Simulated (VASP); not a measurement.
# MgI2 (P-3m1) in VASP: a series of runs, part 2 of 3

VASP 6.6.1. The steps go on from the part before.

### Step 4. Relaxation of cell and atoms, BLYP

This run uses another cell than the first one, of 34.04 Å³/atom, 0.980 times its volume.

INCAR reads:

```
SYSTEM = MgI2
  PREC = Accurate
  ENCUT = 600
  EDIFF = 1E-6
  ISMEAR = -1
  SIGMA = 0.05
  LREAL = .FALSE.
  LASPH = .TRUE.
  NELM = 80
  ALGO = Normal
  ISIF = 3
  LWAVE = .FALSE.
  LCHARG = .FALSE.
  GGA = B5
  ALDAX = 1.0
  AGGAX = 1.0
  AGGAC = 1.0
  ALDAC = 0.0
  IBRION = 2
  NSW = 60
  EDIFFG = -0.01
```

KPOINTS reads:

```
Automatic mesh
0
G
  8 8 4
  0 0 0
```

POSCAR reads:

```
MgI2
1.0
    4.1400000000      0.0000000000      0.0000000000
   -2.0700000000      3.5853451717      0.0000000000
    0.0000000000      0.0000000000      6.8800000000
I Mg
2 1
Direct
    0.6666666667      0.3333333333      0.7500000000
    0.3333333333      0.6666666667      0.2500000000
    0.0000000000      0.0000000000      0.0000000000
```

Potentials or basis: VASP PAW PBE potentials, release 64 (I, Mg).

The run is started by

```sh
> cat potpaw_PBE.64/I/POTCAR potpaw_PBE.64/Mg/POTCAR > POTCAR
> mpirun -np 1 vasp_std > vasp.out
```

OUTCAR:

```text
SYSTEM = MgI2
   PREC = Accurate
   ENCUT = 600
   EDIFF = 1E-6
   ISMEAR = -1
   LREAL = .FALSE.
   LASPH = .TRUE.
   NELM = 80
   ISIF = 3
   GGA = B5
   IBRION = 2
   NSW = 60
   EDIFFG = -0.01

 ion  position               nearest neighbor table
   1  0.667  0.333  0.750-   3 2.94   3 2.94   3 2.94
   2  0.333  0.667  0.250-   3 2.94   3 2.94   3 2.94
   3  0.000  0.000  0.000-   1 2.94   2 2.94   1 2.94   2 2.94   1 2.94   2 2.94

  LATTYP: Found a hexagonal cell.
 ALAT       =     4.1400000000
 C/A-ratio  =     1.6618357488

  Lattice vectors:

 A1 = (   4.1400000000,   0.0000000000,   0.0000000000)
 A2 = (  -2.0700000000,   3.5853451717,   0.0000000000)
 A3 = (   0.0000000000,   0.0000000000,   6.8800000000)

Analysis of symmetry for initial positions (statically):
=====================================================================
 Subroutine PRICEL returns:
 Original cell was already a primitive cell.

 Routine SETGRP: Setting up the symmetry group for a
 hexagonal supercell.

 Subroutine GETGRP returns: Found 12 space group operations
 (whereof 12 operations were pure point group operations)
 out of a pool of 24 trial point group operations.

The static configuration has the point symmetry D_3d.

Analysis of symmetry for dynamics (positions and initial velocities):
=====================================================================
 Subroutine PRICEL returns:
 Original cell was already a primitive cell.

 Routine SETGRP: Setting up the symmetry group for a
 hexagonal supercell.

 Subroutine GETGRP returns: Found 12 space group operations
 (whereof 12 operations were pure point group operations)
 out of a pool of 24 trial point group operations.

The dynamic configuration has the point symmetry D_3d.

 Subroutine INISYM returns: Found 12 space group operations
 (whereof 12 operations are pure point group operations),
 and found     1 'primitive' translations

----------------------------------------------------------------------------------------

                                     Primitive cell

  volume of cell :     102.1221

  direct lattice vectors                    reciprocal lattice vectors
     4.140000000  0.000000000  0.000000000     0.241545894  0.139456587  0.000000000
    -2.070000000  3.585345172  0.000000000     0.000000000  0.278913174  0.000000000
     0.000000000  0.000000000  6.880000000     0.000000000  0.000000000  0.145348837

  length of vectors
     4.140000000  4.140000000  6.880000000     0.278913174  0.278913174  0.145348837

  position of ions in fractional coordinates (direct lattice)
     0.666666667  0.333333333  0.750000000
     0.333333333  0.666666667  0.250000000
     0.000000000  0.000000000  0.000000000

  ion indices of the primitive-cell ions
   primitive index   ion index
                 1           1
                 2           2
                 3           3

----------------------------------------------------------------------------------------

 KPOINTS: Automatic mesh

[... 63 lines left out ...]
   LSORBIT =      F    spin-orbit coupling
   LASPH  =      T    aspherical Exc in radial PAW
   ENCUT  =  600.0 eV  44.10 Ry    6.64 a.u.   8.27  8.27 13.74*2*pi/ulx,y,z
   NELM   =     80;   NELMIN=  2; NELMDL= -5     # of ELM steps
   EDIFF  = 0.1E-05   stopping-criterion for ELM
   LREAL  =      F    real-space projection
   EDIFFG = -.1E-01   stopping-criterion for IOM
   NSW    =     60    number of steps for IOM
   IBRION =      2    ionic relax: 0-MD 1-quasi-New 2-CG
   NFREE  =      1    steps in history (QN), initial steepest desc. (CG)
   ISIF   =      3    stress and relaxation
   ISYM   =      2    0-nonsym 1-usesym 2-fastsym
   POTIM  = 0.5000    time-step for ionic-motion
   TEBEG  =    0.0;   TEEND  =   0.0 temperature during run
   PSTRESS=    0.0 pullay stress
   NELECT =      16.0000    total number of electrons
   NUPDOWN=      -1.0000    fix difference up-down
   EMIN   =  10.00;   EMAX   =-10.00  energy-range for DOS
   EFERMI =   0.00;   METHOD = LEGACY
   ISMEAR =    -1;   SIGMA  =   0.05  broadening in eV -4-tet -1-fermi 0-gaus
   EFERMI_NEDOS =   21; number of points for ismear=-14 and -15
   IALGO  =     38    algorithm
   IMIX   =      4    mixing-type and parameters
     AMIX     =   0.40;   BMIX     =  1.00
     AMIX_MAG =   1.60;   BMIX_MAG =  1.00
  volume/ion in A,a.u.               =      34.04       229.72
  Fermi-wavevector in a.u.,A,eV,Ry     =   0.882555  1.667786 10.597613  0.778903
  Thomas-Fermi vector in A             =   2.003202
   LORBIT       =      0    0 simple, 1 ext, 2 COOP (PROOUT), +10 PAW based schemes
   GGA     = B5    functional components
   LHFCALC =     F    Hartree Fock is set to
   AEXX    =    0.0000 exact exchange contribution
   IVDW    =     0    specifies the selected vdW correction
   LEPSILON=     F    determine dielectric tensor
   LRPA    =     F    only Hartree local field effects (RPA)
 conjugate gradient relaxation of ions
 non-spin polarized calculation
  energy-cutoff  :      600.00
  volume of cell :      102.12
 maximum number of plane-waves:      3436
 NGX is ok and might be reduce to    36
   NGX = 17   NGY = 17   NGZ = 27

--------------------------------------- Ionic step        1  -------------------------------------------

 number of electron      16.0000000 magnetization

 Free energy of the ion-electron system (eV)
  ---------------------------------------------------
  ext. energy  EPLUGINS =         0.00000000
  ---------------------------------------------------
  free energy    TOTEN  =        -6.36796391 eV

  energy without entropy =       -6.36796391  energy(sigma->0) =       -6.36796391

------------------------ aborting loop because EDIFF is reached ----------------------------------------

  FORCE on cell =-STRESS in cart. coord.  units (eV):
  Direction    XX          YY          ZZ          XY          YZ          ZX
  --------------------------------------------------------------------------------------
  -------------------------------------------------------------------------------------
  Total        1.7681623      1.7681623      1.1128294     -0.0000000      0.0000000      0.0000000
  in kB       27.7404146     27.7404146     17.4590024     -0.0000000      0.0000000      0.0000000
  external PRESSURE =      24.3132772 kB  Pullay stress =       0.0000000 kB
[... 92 lines left out ...]
  FREE ENERGIE OF THE ION-ELECTRON SYSTEM (eV)
  ---------------------------------------------------
  free  energy   TOTEN  =        -6.4427067905 eV

  energy  without entropy=       -6.4427067904  energy(sigma->0) =       -6.44270679

[... ionic steps 4 to 28 ...]

--------------------------------------- Ionic step       29  -------------------------------------------

 number of electron      15.9999999 magnetization

------------------------ aborting loop because EDIFF is reached ----------------------------------------
[... 69 lines left out ...]
--------------------------------------- Ionic step       31  -------------------------------------------

 number of electron      15.9999998 magnetization

 Free energy of the ion-electron system (eV)
  ---------------------------------------------------
  ext. energy  EPLUGINS =         0.00000000
  ---------------------------------------------------
  free energy    TOTEN  =        -6.55786256 eV

  energy without entropy =       -6.55786256  energy(sigma->0) =       -6.55786256

 E-fermi :   0.7637     XC(G=0):  -5.9870

 val. band max:       -0.3407546076   @ k =   0.0000   0.0000   0.0000
 cond. band min:       3.2740831761   @ k =   0.5000  -0.0000   0.5000
 fundamental gap:      3.6148377837
 Fermi energy:         0.7637412642

 k-point     1 :       0.0000    0.0000    0.0000
  band No.  band energies     occupation
      1     -11.8091      2.00000
      2     -11.3536      2.00000
      3      -2.8859      2.00000
      4      -0.6856      2.00000
      5      -0.5873      2.00000
      6      -0.5873      2.00000
      7      -0.3408      2.00000
      8      -0.3408      2.00000
      9       3.3530      0.00000
     10       4.6810      0.00000
     11       6.0605      0.00000
     12       6.3246      0.00000
[... 331 lines left out ...]
 k-point    24 :       0.2500    0.2500    0.2500
  band No.  band energies     occupation
      1     -11.3128      2.00000
      2     -11.1600      2.00000
      3      -3.0788      2.00000
      4      -2.4347      2.00000
      5      -2.0326      2.00000
      6      -1.4544      2.00000
      7      -1.0680      2.00000
      8      -0.6541      2.00000
      9       4.0331      0.00000
     10       5.9103      0.00000
     11       6.6330      0.00000
     12       7.0841      0.00000

 [... further k-points ...]
[... 5 lines left out ...]
  --------------------------------------------------------------------------------------
  -------------------------------------------------------------------------------------
  Total        0.0022113      0.0022113      0.0056193     -0.0000000      0.0000000      0.0000000
  in kB        0.0236216      0.0236216      0.0600261     -0.0000000      0.0000000      0.0000000
  external PRESSURE =       0.0357565 kB  Pullay stress =       0.0000000 kB
[... 18 lines left out ...]
  FREE ENERGIE OF THE ION-ELECTRON SYSTEM (eV)
  ---------------------------------------------------
  free  energy   TOTEN  =        -6.5578625625 eV

  energy  without entropy=       -6.5578625624  energy(sigma->0) =       -6.55786256

 reached required accuracy - stopping structural energy minimisation
```

CONTCAR:

```text
MgI2
   1.00000000000000
     4.3103758053788770   -0.0000000000000001    0.0000000000000001
    -2.1551879026894389    3.7328949473517641   -0.0000000000000005
     0.0000000000000003    0.0000000000000002    9.3215631795064606
  I               Mg
     2     1
Direct
     0.6666666667000030    0.3333333332999970    0.8202100461402801
     0.3333333332999970    0.6666666667000030    0.1797899538597198
     0.0000000000000000    0.0000000000000000    0.0000000000000000

  0.00000000E+00  0.00000000E+00  0.00000000E+00
  0.00000000E+00  0.00000000E+00  0.00000000E+00
  0.00000000E+00  0.00000000E+00  0.00000000E+00
```

Wall time 40 min (1 thread of Intel Xeon Platinum 8488C (Sapphire Rapids), shared host); peak memory 0.29 GiB.

What came out:

```
Free energy                            : -6.5579 eV
Relaxed cell                           : a = 4.310 Å, b = 4.310 Å, c = 9.322 Å, α = 90.00°, β = 90.00°, γ = 120.00°
Space group after relaxing (to 0.05 Å) : P-3m1 (No. 164)
Energy gained by relaxing              : 63.3 meV/atom
Ionic steps                            : 31
Pressure after relaxing                : 0.0 GPa
Largest force after relaxing           : 0.009 eV/Å
Band gap on the k mesh                 : 3.61 eV, indirect (least direct gap 3.69 eV)
```

Forces on the atoms (eV/Å):
```
I    0.000  0.000  0.009
I    0.000  0.000 -0.009
Mg   0.000  0.000  0.000
```

The path:
| step | energy change (eV) | largest force (eV/Å) | pressure (GPa) | volume (Å³) |
| --- | --- | --- | --- | --- |
| 1 | 0.0000 | 0.1853 | 2.43 | 102.12 |
| 2 | -0.0716 | 0.3942 | 0.28 | 109.94 |
| 3 | -0.0747 | 0.4458 | -0.22 | 112.27 |
| 4 | -0.0935 | 0.3403 | -0.13 | 113.02 |
| 5 | -0.1144 | 0.0684 | 0.13 | 114.97 |
| 6 | -0.1273 | 0.0581 | 0.11 | 116.28 |
| 7 | -0.1534 | 0.0355 | 0.14 | 120.15 |
| 8 | -0.1709 | 0.0071 | 0.47 | 127.49 |
| 9 | -0.1718 | 0.1989 | -0.54 | 136.70 |
| 10 | -0.1767 | 0.1028 | -0.09 | 132.23 |
| 11 | -0.1794 | 0.0491 | -0.09 | 133.83 |
| 12 | -0.1796 | 0.0308 | -0.10 | 134.38 |
| 13 | -0.1801 | 0.0306 | 0.18 | 133.47 |
| 14 | -0.1803 | 0.0091 | 0.07 | 133.79 |
| 15 | -0.1811 | 0.0125 | 0.08 | 134.28 |
| 16 | -0.1809 | 0.0669 | 0.07 | 135.52 |
| 17 | -0.1814 | 0.0365 | 0.07 | 134.85 |
| 18 | -0.1821 | 0.0556 | -0.02 | 136.10 |
| 19 | -0.1824 | 0.0697 | -0.08 | 137.01 |
| 20 | -0.1823 | 0.0956 | -0.21 | 138.85 |
| 21 | -0.1824 | 0.0798 | -0.15 | 137.83 |
| 22 | -0.1827 | 0.0776 | -0.14 | 138.09 |
| 23 | -0.1830 | 0.0742 | -0.14 | 138.39 |
| 24 | -0.1836 | 0.0669 | -0.13 | 139.00 |
| 25 | -0.1846 | 0.0523 | -0.13 | 140.22 |
| 26 | -0.1859 | 0.0201 | -0.11 | 142.67 |
| 27 | -0.1860 | 0.0496 | -0.05 | 147.62 |
| 28 | -0.1864 | 0.0212 | -0.07 | 145.45 |
| 29 | -0.1876 | 0.0329 | 0.01 | 146.30 |
| 30 | -0.1885 | 0.0529 | 0.13 | 147.55 |
| 31 | -0.1899 | 0.0091 | 0.00 | 149.99 |

Final structure:
```
CELL_PARAMETERS angstrom
4.31038 0.00000 0.00000
-2.15519 3.73289 0.00000
0.00000 0.00000 9.32156
ATOMIC_POSITIONS crystal
I 0.66667 0.33333 0.82021
I 0.33333 0.66667 0.17979
Mg 0.00000 0.00000 0.00000
```

Caveat: the volume moved by over 15 % at a fixed basis, so the end points are rough; the PAW data sets were made with another functional, which shifts forces and pressure a little; spin-orbit coupling is left out, which moves the levels of the heavy elements; this functional lacks dispersion, which binds the layers, so the pressure and a relaxed spacing across them are unreliable; the volume moved by +47 % from the deposited cell, more than functionals usually miss. BLYP gives volumes clearly too large for solids.

### Step 5. Single point, LDA

This run uses another cell than the first one, of 34.04 Å³/atom, 0.980 times its volume.

INCAR reads:

```
PREC     = Accurate       # precision mode
ENCUT    = 520            # plane-wave cutoff, eV
EDIFF    = 1E-6           # SCF threshold, eV
ISMEAR   = 0              # smearing method
SIGMA    = 0.01           # smearing width, eV
LREAL    = False          # projectors in reciprocal space
LASPH    = True           # aspherical terms in the spheres
NELM     = 60             # most SCF steps
ALGO     = Normal         # electronic algorithm
ISIF     = 2              # what is computed and relaxed
LWAVE    = False          # write WAVECAR
LCHARG   = False          # write CHGCAR
NBANDS   = 15             # bands
```

KPOINTS reads:

```
Automatic mesh
0
Gamma
  12 12 4
```

POSCAR is that of step 4.

Potentials or basis: VASP PAW LDA potentials, release 64 (I, Mg).

The run is started by

```sh
> cat potpaw_LDA.64/I/POTCAR potpaw_LDA.64/Mg/POTCAR > POTCAR
> mpirun -np 1 vasp_std > vasp.out
```

Run time: 36 s. Hardware: 1 thread of Intel Xeon Platinum 8488C (Sapphire Rapids), shared host; peak memory 0.26 GiB.

Results (log left out):

- Free energy: -9.0470 eV
- Pressure: -2.1 GPa
- Largest force: 0.388 eV/Å
- Band gap on the k mesh: 3.31 eV, indirect (least direct gap 3.38 eV)

Forces on the atoms (eV/Å):
```
I    0.000  0.000  0.388
I    0.000  0.000 -0.388
Mg   0.000  0.000  0.000
```

Stress tensor (GPa, compression positive):
```
-1.94  0.00  0.00
 0.00 -1.94  0.00
 0.00  0.00 -2.48
```

Levels at points of the mesh, in eV from the valence-band top:
| k point | band 4 | band 5 | band 6 | band 7 | band 8 | band 9 | band 10 | band 11 | band 12 | band 13 |
| --- | --- | --- | --- | --- | --- | --- | --- | --- | --- | --- |
| (0.00, 0.00, 0.00) | -0.37 | -0.37 | -0.02 | 0.00 | 0.00 | 3.38 | 4.68 | 6.69 | 6.69 | 7.33 |
| (0.50, 0.00, 0.00) | -2.78 | -1.96 | -1.31 | -0.98 | -0.41 | 3.50 | 5.12 | 5.25 | 6.75 | 7.66 |
| (0.00, 0.00, 0.50) | -1.64 | -0.24 | -0.24 | -0.13 | -0.13 | 4.51 | 4.74 | 6.49 | 6.49 | 7.61 |
| (0.50, 0.00, 0.50) | -3.23 | -1.13 | -1.09 | -0.85 | -0.70 | 3.31 | 4.91 | 5.55 | 5.84 | 7.56 |

Caveat: spin-orbit coupling is left out, which moves the levels of the heavy elements. Expect the measured gap to be larger: semilocal functionals such as LDA lack the derivative discontinuity.

### Step 6. Single point, PBEsol

This run uses another cell than the first one, of 34.04 Å³/atom, 0.980 times its volume.

INCAR reads:

```
PREC = Accurate ; ENCUT = 520
EDIFF = 1E-6 ; ISMEAR = 0
SIGMA = 0.01 ; LREAL = False
LASPH = True ; NELM = 80
ALGO = Normal ; ISIF = 2
LWAVE = False ; LCHARG = False
GGA = PS ; NBANDS = 15
```

KPOINTS is that of step 5.

POSCAR is that of step 5.

Potentials or basis: VASP PAW PBE potentials, release 64 (I, Mg).

The run is started by

```sh
> cat potpaw_PBE.64/I/POTCAR potpaw_PBE.64/Mg/POTCAR > POTCAR
> mpirun -np 1 vasp_std > vasp.out
```

Wall time 38 s (1 thread of Intel Xeon Platinum 8488C (Sapphire Rapids), shared host); peak memory 0.29 GiB.

The run converged. Its results:

```
Free energy            : -8.4040 eV
Pressure               : -0.9 GPa
Largest force          : 0.300 eV/Å
Band gap on the k mesh : 3.42 eV, indirect (least direct gap 3.51 eV)
```

Forces on the atoms (eV/Å):
```
I    0.000  0.000  0.300
I    0.000  0.000 -0.300
Mg   0.000  0.000  0.000
```

Stress tensor (GPa, compression positive):
```
-0.70  0.00  0.00
 0.00 -0.70  0.00
 0.00  0.00 -1.15
```

Levels at points of the mesh, in eV from the valence-band top:
```
           k point  band 5  band 6  band 7  band 8  band 9  band 10  band 11  band 12
(0.00, 0.00, 0.00)   -0.37   -0.02    0.00    0.00    3.51     4.72     6.74     6.74
(0.50, 0.00, 0.00)   -1.96   -1.31   -0.98   -0.41    3.60     5.17     5.28     6.80
(0.00, 0.00, 0.50)   -0.25   -0.25   -0.13   -0.13    4.61     4.79     6.55     6.55
(0.50, 0.00, 0.50)   -1.13   -1.09   -0.85   -0.70    3.42     4.97     5.54     5.89
```

Caveat: the PAW data sets were made with another functional, which shifts forces and pressure a little; spin-orbit coupling is left out, which moves the levels of the heavy elements; this functional lacks dispersion, which binds the layers, so the pressure and a relaxed spacing across them are unreliable.

(Part 2 of 3 ends here.)
